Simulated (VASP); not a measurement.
# Ir (Fm-3m) in VASP: notebook

The runs below take Ir through single point, with HSE06.

All numbers are computed with VASP 6.6.1; they aren't measurements. Logs are shortened: lines on timing, memory, paths and dates and some standing lists are left out, and cuts for length are marked.

### Step 1. The cell of the first run

It takes space group Fm-3m (No. 225, cubic). Conventional cell: a = 3.921 Å, b = 3.921 Å, c = 3.921 Å, α = 90.00°, β = 90.00°, γ = 90.00°. Ir (site symmetry m-3m) has 12 Ir at 2.77 Å within 3.7 Å.

### Step 2. Single point, HSE06

The input, POSCAR:

```
Ir
1.0
    0.0000000000      1.9604634464      1.9604634464
    1.9604634464      0.0000000000      1.9604634464
    1.9604634464      1.9604634464      0.0000000000
Ir
1
Direct
    0.0000000000      0.0000000000      0.0000000000
```

The input, INCAR.step1:

```
ALGO = Normal
EDIFF = 1E-5
ENCUT = 420
GGA = PE
GGA_COMPAT = F
ISIF = 2
ISMEAR = -1
LASPH = T
LCHARG = F
LREAL = F
LWAVE = T
NBANDS = 14
NELM = 120
PREC = Accurate
SIGMA = 0.1
```

The input, INCAR.step2:

```
ALGO = Normal
EDIFF = 1E-6
ENCUT = 420
GGA = PE
GGA_COMPAT = F
HFSCREEN = 0.2079
ISIF = 2
ISMEAR = -1
ISTART = 1
LASPH = T
LCHARG = F
LHFCALC = T
LREAL = F
LWAVE = F
NBANDS = 14
NELM = 120
PREC = Accurate
PRECFOCK = Normal
SIGMA = 0.1
```

The input, KPOINTS:

```
k-points
0
Gamma
  6 6 6
```

Potentials or basis: VASP PAW PBE potentials, release 64 (Ir_sv_GW).

Run with:

```
$ cat potpaw_PBE.64/Ir_sv_GW/POTCAR > POTCAR
$ cp INCAR.step1 INCAR
$ mpirun -np 1 vasp_std > vasp.out
$ cp INCAR.step2 INCAR
$ mpirun -np 1 vasp_std > vasp.out
```

OUTCAR:

```text
EDIFF = 1E-6
   ENCUT = 420
   GGA = PE
   HFSCREEN = 0.2079
   ISIF = 2
   ISMEAR = -1
   ISTART = 1
   LASPH = T
   LHFCALC = T
   LREAL = F
   NELM = 120
   PREC = Accurate
   PRECFOCK = Normal

 ion  position               nearest neighbor table
   1  0.000  0.000  0.000-

  LATTYP: Found a face centered cubic cell.
 ALAT       =     3.9209268928

  Lattice vectors:

 A1 = (   0.0000000000,   1.9604634464,   1.9604634464)
 A2 = (   1.9604634464,   0.0000000000,   1.9604634464)
 A3 = (   1.9604634464,   1.9604634464,   0.0000000000)

Analysis of symmetry for initial positions (statically):
=====================================================================
 Subroutine PRICEL returns:
 Original cell was already a primitive cell.

 Routine SETGRP: Setting up the symmetry group for a
 face centered cubic supercell.

 Subroutine GETGRP returns: Found 48 space group operations
 (whereof 48 operations were pure point group operations)
 out of a pool of 48 trial point group operations.

The static configuration has the point symmetry O_h .

Analysis of symmetry for dynamics (positions and initial velocities):
=====================================================================
 Subroutine PRICEL returns:
 Original cell was already a primitive cell.

 Routine SETGRP: Setting up the symmetry group for a
 face centered cubic supercell.

 Subroutine GETGRP returns: Found 48 space group operations
 (whereof 48 operations were pure point group operations)
 out of a pool of 48 trial point group operations.

The dynamic configuration has the point symmetry O_h .

 Subroutine INISYM returns: Found 48 space group operations
 (whereof 48 operations are pure point group operations),
 and found     1 'primitive' translations

----------------------------------------------------------------------------------------

                                     Primitive cell

  volume of cell :      15.0698

  direct lattice vectors                    reciprocal lattice vectors
     0.000000000  1.960463446  1.960463446    -0.255041736  0.255041736  0.255041736
     1.960463446  0.000000000  1.960463446     0.255041736 -0.255041736  0.255041736
     1.960463446  1.960463446  0.000000000     0.255041736  0.255041736 -0.255041736

  length of vectors
     2.772513994  2.772513994  2.772513994     0.441745244  0.441745244  0.441745244

  position of ions in fractional coordinates (direct lattice)
     0.000000000  0.000000000  0.000000000

  ion indices of the primitive-cell ions
   primitive index   ion index
                 1           1

----------------------------------------------------------------------------------------

 KPOINTS: k-points

Automatic generation of k-mesh.
 Grid dimensions read from file:
 generate k-points for:    6    6    6

 Generating k-lattice:

  Cartesian coordinates                     Fractional coordinates (reciprocal lattice)
    -0.042506956  0.042506956  0.042506956     0.166666667  0.000000000  0.000000000
     0.042506956 -0.042506956  0.042506956     0.000000000  0.166666667  0.000000000
     0.042506956  0.042506956 -0.042506956     0.000000000  0.000000000  0.166666667

  Length of vectors
     0.073624207  0.073624207  0.073624207

  Shift w.r.t. Gamma in fractional coordinates (k-lattice)
     0.000000000  0.000000000  0.000000000

 Subroutine IBZKPT returns following result:
 ===========================================

 Found     16 irreducible k-points:

 Following reciprocal coordinates:
            Coordinates               Weight
  0.000000  0.000000  0.000000      1.000000
  0.166667  0.000000  0.000000      8.000000
  0.333333  0.000000  0.000000      8.000000
  0.500000  0.000000  0.000000      4.000000
  0.166667  0.166667  0.000000      6.000000
  0.333333  0.166667  0.000000     24.000000
[... 8 lines left out ...]
 -0.333333  0.333333  0.166667     24.000000
 -0.333333  0.500000  0.166667     12.000000
   k-points           NKPTS =     16   k-points in BZ     NKDIM =    216   number of bands    NBANDS=     14
   number of dos      NEDOS =    301   number of ions     NIONS =      1
   total plane-waves  NPLWV =   8000
   dimension x,y,z NGX =    20 NGY =   20 NGZ =   20
   dimension x,y,z NGXF=    40 NGYF=   40 NGZF=   40
   ions per type =               1
   NGX,Y,Z   is equivalent  to a cutoff of  11.99, 11.99, 11.99 a.u.
   NGXF,Y,Z  is equivalent  to a cutoff of  23.98, 23.98, 23.98 a.u.
 SYSTEM =  unknown system
   PREC   = accura    normal or accurate (medium, high low for compatibility)
   ISTART =      1    job   : 0-new  1-cont  2-samecut
   ICHARG =      0    charge: 1-file 2-atom 10-const
   ISPIN  =      1    spin polarized calculation?
   LNONCOLLINEAR =      F non collinear calculations
   LSORBIT =      F    spin-orbit coupling
   LASPH  =      T    aspherical Exc in radial PAW
   ENCUT  =  420.0 eV  30.87 Ry    5.56 a.u.   4.63  4.63  4.63*2*pi/ulx,y,z
   NELM   =    120;   NELMIN=  2; NELMDL=  0     # of ELM steps
   EDIFF  = 0.1E-05   stopping-criterion for ELM
   LREAL  =      F    real-space projection
   EDIFFG = 0.1E-04   stopping-criterion for IOM
   NSW    =      0    number of steps for IOM
   IBRION =     -1    ionic relax: 0-MD 1-quasi-New 2-CG
   NFREE  =      0    steps in history (QN), initial steepest desc. (CG)
   ISIF   =      2    stress and relaxation
   ISYM   =      3    0-nonsym 1-usesym 2-fastsym
   POTIM  = 0.5000    time-step for ionic-motion
   TEBEG  =    0.0;   TEEND  =   0.0 temperature during run
   PSTRESS=    0.0 pullay stress
   NELECT =      17.0000    total number of electrons
   NUPDOWN=      -1.0000    fix difference up-down
   EMIN   =  10.00;   EMAX   =-10.00  energy-range for DOS
   EFERMI =   0.00;   METHOD = LEGACY
   ISMEAR =    -1;   SIGMA  =   0.10  broadening in eV -4-tet -1-fermi 0-gaus
   EFERMI_NEDOS =   21; number of points for ismear=-14 and -15
   IALGO  =     38    algorithm
   IMIX   =      1    mixing-type and parameters
     AMIX     =   0.40;   BMIX     =  1.00
     AMIX_MAG =   1.60;   BMIX_MAG =  1.00
  volume/ion in A,a.u.               =      15.07       101.70
  Fermi-wavevector in a.u.,A,eV,Ry     =   1.704207  3.220485 39.515701  2.904322
  Thomas-Fermi vector in A             =   2.783653
   LORBIT       =      0    0 simple, 1 ext, 2 COOP (PROOUT), +10 PAW based schemes
   GGA     = PE    functional components
   LHFCALC =     T    Hartree Fock is set to
   PRECFOCK=normal    Normal, Fast or Accurate (Low or Medium for compatibility)
   ENCUT4O =  -1.0   cutoff for four orbital integrals eV
   NKREDX  =     1    reduce k-point grid by
   NKREDY  =     1    reduce k-point grid by
   NKREDZ  =     1    reduce k-point grid by
   AEXX    =    0.2500 exact exchange contribution
   HFSCREEN=    0.2079 screening length (either q_TF or 0.3 A-1)
   HFSCREENC=   0.2079 screening length for correlation (either q_TF or 0.3 A-1)
   ENCUTFOCK=  -1.0 apply spherical cutoff to Coloumb kernel
   IVDW    =     0    specifies the selected vdW correction
   LEPSILON=     F    determine dielectric tensor
   LRPA    =     F    only Hartree local field effects (RPA)
 non-spin polarized calculation
  energy-cutoff  :      420.00
  volume of cell :       15.07
 maximum number of plane-waves:       304
 NGX is ok and might be reduce to    20
  NGX = 14; NGY = 14; NGZ = 14

 number of electron      17.0000000 magnetization

 Free energy of the ion-electron system (eV)
  ---------------------------------------------------
  ext. energy  EPLUGINS =         0.00000000
  ---------------------------------------------------
  free energy    TOTEN  =        -9.52034654 eV

  energy without entropy =       -9.47876066  energy(sigma->0) =       -9.49955360

 E-fermi :  10.9519     XC(G=0): -11.4917

 val. band max:       10.8302480242   @ k =   0.5000   0.3333   0.1667
 cond. band min:      11.0326343853   @ k =   0.3333   0.0000   0.0000
 fundamental gap:      0.2023863611
 Fermi energy:        10.9519361540

 k-point     1 :       0.0000    0.0000    0.0000
  band No.  band energies     occupation
      1     -85.8674      2.00000
      2     -40.9645      2.00000
      3     -40.9645      2.00000
      4     -40.9645      2.00000
      5      -0.1666      2.00000
      6       7.1725      2.00000
      7       7.1726      2.00000
      8       7.1726      2.00000
      9       9.6865      1.99999
     10       9.6865      1.99999
     11      26.0893      0.00000
     12      31.4826      0.00000
     13      31.4826      0.00000
     14      31.4826      0.00000

 k-point     2 :       0.1667    0.0000    0.0000
  band No.  band energies     occupation
      1     -85.8521      2.00000
      2     -41.1618      2.00000
      3     -40.9937      2.00000
      4     -40.9937      2.00000
      5       1.0354      2.00000
      6       6.7215      2.00000
      7       7.5718      2.00000
      8       7.5718      2.00000
      9       9.6191      2.00000
     10       9.6191      2.00000
     11      27.6890      0.00000
     12      28.1284      0.00000
     13      33.3699      0.00000
     14      33.3699      0.00000

 k-point     3 :       0.3333    0.0000    0.0000
  band No.  band energies     occupation
      1     -85.8216      2.00000
      2     -41.5462      2.00000
      3     -41.0497      2.00000
      4     -41.0497      2.00000
      5       2.8150      2.00000
      6       7.2937      2.00000
      7       7.2937      2.00000
      8       7.7354      2.00000
      9      11.0326      0.61707
     10      11.0326      0.61707
     11      23.1543      0.00000
     12      27.2789      0.00000
     13      34.1059      0.00000
     14      34.1059      0.00000
[... 188 lines left out ...]
 k-point    15 :      -0.3333    0.3333    0.1667
  band No.  band energies     occupation
      1     -85.7911      2.00000
      2     -41.5673      2.00000
      3     -41.3783      2.00000
      4     -41.1886      2.00000
      5       5.1910      2.00000
      6       5.2692      2.00000
      7       6.8379      2.00000
      8       9.1091      2.00000
      9      12.0719      0.00003
     10      18.4635      0.00000
     11      18.5616      0.00000
     12      25.2358      0.00000
     13      26.8406      0.00000
     14      33.1352      0.00000

 k-point    16 :      -0.3333    0.5000    0.1667
  band No.  band energies     occupation
      1     -85.7859      2.00000
      2     -41.5873      2.00000
      3     -41.3687      2.00000
      4     -41.2598      2.00000
      5       4.1490      2.00000
      6       4.8448      2.00000
      7       8.1359      2.00000
      8      10.0280      1.99981
      9      12.9597      0.00000
     10      18.5246      0.00000
     11      20.2927      0.00000
     12      22.4934      0.00000
     13      24.9320      0.00000
     14      36.3567      0.00000

------------------------ aborting loop because EDIFF is reached ----------------------------------------

  FORCE on cell =-STRESS in cart. coord.  units (eV):
  Direction    XX          YY          ZZ          XY          YZ          ZX
  --------------------------------------------------------------------------------------
  -------------------------------------------------------------------------------------
  Total       -2.3909088     -2.3909088     -2.3909088      0.0000000      0.0000000      0.0000000
  in kB     -254.1951973   -254.1951973   -254.1951973      0.0000000      0.0000000      0.0000000
  external PRESSURE =    -254.1951973 kB  Pullay stress =       0.0000000 kB

 VOLUME and BASIS-vectors are now :
 -----------------------------------------------------------------------------
  energy-cutoff  :      420.00
  volume of cell :       15.07
      direct lattice vectors                 reciprocal lattice vectors
     0.000000000  1.960463446  1.960463446    -0.255041736  0.255041736  0.255041736
     1.960463446  0.000000000  1.960463446     0.255041736 -0.255041736  0.255041736
     1.960463446  1.960463446  0.000000000     0.255041736  0.255041736 -0.255041736

 POSITION                                       TOTAL-FORCE (eV/Angst)
 -----------------------------------------------------------------------------------
      0.00000      0.00000      0.00000         0.000000      0.000000     -0.000000
 -----------------------------------------------------------------------------------
    total drift:                                0.000000      0.000000     -0.000000

  FREE ENERGIE OF THE ION-ELECTRON SYSTEM (eV)
  ---------------------------------------------------
  free  energy   TOTEN  =        -9.5203465412 eV

  energy  without entropy=       -9.4787606578  energy(sigma->0) =       -9.49955360
```

Run time: 3.9 min. Hardware: 1 thread of Intel Xeon 6975P-C (Granite Rapids), shared host; peak memory 0.23 GiB.

Results:

- Free energy: -9.5203 eV
- Pressure: -25.4 GPa
- Band gap on the k mesh: zero (an odd number of electrons rules out a gap without spin polarisation)

Caveat: the k points lie up to 0.46 Å⁻¹ apart, too coarse for converged energies and pressures of a metal; the PAW data sets were made with another functional, which shifts forces and pressure a little; spin-orbit coupling is left out, which moves the levels of the heavy elements.

(Part 1 of 2 ends here.)

The gap in the log of VASP goes by the Fermi energy; the results here count the filled bands.